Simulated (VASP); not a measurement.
A run of VASP 6.6.1:

The input INCAR:

```
SYSTEM = CsTa2
PREC = Accurate
ENCUT = 500
EDIFF = 1E-6
ISMEAR = 0
SIGMA = 0.1
LREAL = .False.
LASPH = .True.
NELM = 120
ALGO = Normal
ISIF = 2
LWAVE = .False.
LCHARG = .False.
GGA = PE
NBANDS = 24
GGA_COMPAT = .False.
```

Contents of KPOINTS:

```
Automatic mesh
0
Gamma
  10 10 16
  0 0 0
```

Contents of POSCAR:

```
CsTa2
1.0
    2.6361594093     -4.5672495775      0.0000000000
    2.6361594093      4.5672495775      0.0000000000
    0.0000000000      0.0000000000      3.0266640126
Cs Ta
1 2
Direct
    0.0000000000      0.0000000000      0.5000000000
    0.3333101016      0.6666898984      0.5000000000
    0.6666898984      0.3333101016      0.5000000000
```

Potentials or basis: VASP PAW PBE potentials, release 64 (Cs_sv, Ta_sv_GW).

Command:

```bash
$ cat potpaw_PBE.64/Cs_sv/POTCAR potpaw_PBE.64/Ta_sv_GW/POTCAR > POTCAR
$ mpirun -np 1 vasp_std > vasp.out
```

Hardware: 1 thread of Intel(R) Xeon(R) 6975P-C (Granite Rapids), with other jobs on the host.

Question: Estimate the wall time of this run.

Answer: It took 2.8 min on 1 thread of Intel(R) Xeon(R) 6975P-C (Granite Rapids), on a shared host, peak memory 0.53 GiB. Counts: scf iterations 14, k points 279.
